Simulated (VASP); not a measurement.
Pd: single point with PBE

Crystal: Pd.

```
Pd
1.0
     2.55117    0.00000    0.00000
    -1.27559    2.20938    0.00000
     0.00000    0.00000    4.25149
Pd
2
Direct
  0.33333 0.66667 0.25000
  0.66667 0.33333 0.75000
```

This isn't the form of Pd at room conditions, which is fcc.

```yaml
Program: VASP 6.6.1
Task: single point
Functional: PBE
Potentials_or_basis: VASP PAW PBE potentials, release 64 (Pd)
Cutoff: 520 eV
k_mesh: 17 × 17 × 9
Occupations: fermi-dirac, width 0.05 eV
Spin: no spin polarisation
```

```json
{
  "Pressure": "81.4 GPa",
  "Band gap on the k mesh": "zero (bands 10 and 11 overlap by 1.16 eV)"
}
```

Levels at points of the mesh, in eV from the Fermi level:
```
           k point  band 7  band 8  band 9  band 10  band 11  band 12  band 13  band 14
(0.00, 0.00, 0.00)   -3.35   -2.36   -2.36    -0.35    -0.35     0.33     8.84    17.14
```

Run time: 51 s on 1 thread of Intel Xeon 8259CL (shared host), peak memory 0.18 GiB.

Caveat: the cell stands under pressure.
